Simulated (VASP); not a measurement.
## C: single point with PBE

The system is C.

```
CELL_PARAMETERS angstrom
0.00000 1.79793 1.79793
1.79793 0.00000 1.79793
1.79793 1.79793 0.00000
ATOMIC_POSITIONS crystal
C 0.00000 0.00000 0.00000
C 0.25000 0.25000 0.25000
```

This cell differs from its parent crystal: strain +1.0%.

| Quantity | Value |
| --- | --- |
| Program | VASP 6.6.1 |
| Task | single point |
| Functional | PBE |
| Potentials or basis | VASP PAW PBE potentials, release 64 (C) |
| Cutoff | 520 eV |
| k mesh | 6 × 6 × 6 |
| Occupations | gaussian, width 0.01 eV |
| Spin | no spin polarisation |
| Dipole correction | no |
| Further INCAR settings | ALGO = Normal; EDIFF = 1e-06; NBANDS = 11 |

| Quantity | Value |
| --- | --- |
| Pressure | -7.8 GPa |
| Band gap on the k mesh | 4.10 eV, indirect (least direct gap 5.52 eV) |

Levels at points of the mesh, in eV from the valence-band top:
| k point | band 1 | band 2 | band 3 | band 4 | band 5 | band 6 | band 7 | band 8 |
| --- | --- | --- | --- | --- | --- | --- | --- | --- |
| (0.00, 0.00, 0.00) | -21.15 | 0.00 | 0.00 | 0.00 | 5.52 | 5.52 | 5.52 | 12.78 |
| (0.50, 0.00, 0.00) | -15.52 | -13.11 | -2.74 | -2.74 | 8.36 | 8.36 | 8.52 | 15.47 |
| (0.50, 0.50, 0.00) | -12.59 | -12.59 | -6.15 | -6.15 | 4.71 | 4.71 | 16.44 | 16.44 |

Run time: 5.9 s on 1 thread of AMD EPYC 7R13 (shared host), peak memory 0.08 GiB.

Caveat: the k points lie up to 0.50 Å⁻¹ apart; the cell differs from its parent crystal (strain +1.0%). A k mesh can miss the band edges.
